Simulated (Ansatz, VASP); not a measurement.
Two plane-wave programs on Cs2CrTe6

```
Te Cr Cs
1.0
     0.00000    5.53955    5.53955
     5.53955    0.00000    5.53955
     5.53955    5.53955    0.00000
Te Cr Cs
6 1 2
Cartesian
  2.1272 5.5396 5.5396
  5.5396 2.1272 5.5396
  8.9519 5.5396 5.5396
  5.5396 8.9519 5.5396
  5.5396 5.5396 2.1272
  5.5396 5.5396 8.9519
  0.0000 0.0000 0.0000
  2.7698 2.7698 2.7698
  8.3093 8.3093 8.3093
```

Alike in both runs: task single point; functional PBE; k mesh 3 × 3 × 3; occupations gaussian, width 0.2395 eV; no spin polarisation.

|  | VASP | Ansatz |
| --- | --- | --- |
| version | VASP 6.6.1 | Ansatz 0.2.0 |
| potentials or method | VASP PAW PBE potentials, release 64 (Te, Cr_pv, Cs_sv), cutoff 520 eV | PAW plane waves |
| valence electrons in the cell | 66 | 128 |

|  | VASP | Ansatz | Ansatz less VASP |
| --- | --- | --- | --- |
| gap on the k mesh at the Fermi level (eV) | none | none | - |
| pressure (GPa) | 21.9 | 22.0 | +0.14 |
| rms of the force components (eV/Å) | 4.920 | 4.963 | +0.0435 |

Atom by atom the forces differ by 0.043 eV/Å (rms over components). A gap of «none» marks a metal or a gap that the smearing closes. VASP's potentials hold 66 valence electrons a cell and Ansatz's 128, so a difference there can come from the potentials and not from the codes.

Neither program's run includes spin-orbit coupling.
